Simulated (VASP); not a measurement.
Here is a VASP 6.6.1 calculation.

Contents of POSCAR:

```
Ti
1.0
    4.5540000000      0.0000000000      0.0000000000
   -2.2770000000      3.9438798300      0.0000000000
    0.0000000000      0.0000000000      2.8200000000
Ti
3
Direct
    0.0000000000      0.0000000000      0.0000000000
    0.3333333333      0.6666666667      0.5000000000
    0.6666666667      0.3333333333      0.5000000000
```

The input INCAR.step1:

```
SYSTEM = Ti
ALGO = Normal ; EDIFF = 1E-4
ENCUT = 520 ; GGA = PE
ISMEAR = 1 ; LASPH = .True.
LCHARG = .False. ; LREAL = .False.
LWAVE = .True. ; NBANDS = 25
NELM = 60 ; PREC = Accurate
SIGMA = 0.1
```

INCAR.step2

```
SYSTEM = Ti
ALGO = Normal ; EDIFF = 1E-6
ENCUT = 520 ; ISIF = 2
ISMEAR = 1 ; ISTART = 1
LASPH = .True. ; LCHARG = .False.
LMIXTAU = .True. ; LREAL = .False.
LWAVE = .False. ; METAGGA = R2SCAN
NBANDS = 25 ; NELM = 60
PREC = Accurate ; SIGMA = 0.1
```

KPOINTS

```
k-points
0
Gamma
  9 9 12
  0 0 0
```

Potentials or basis: VASP PAW PBE potentials, release 64 (Ti_sv).

Run with:

```sh
$ cat potpaw_PBE.64/Ti_sv/POTCAR > POTCAR
$ cp INCAR.step1 INCAR
$ mpirun -np 1 vasp_std > vasp.out
$ cp INCAR.step2 INCAR
$ mpirun -np 1 vasp_std > vasp.out
```

(1) What does it give for the band gap on the k mesh?

(2) Predict the pressure.

Answers

(1) zero (bands 18 and 19 overlap by 0.22 eV).

(2) 1.3 GPa.

Caveat: the PAW data sets were made with another functional, which shifts forces and pressure a little.
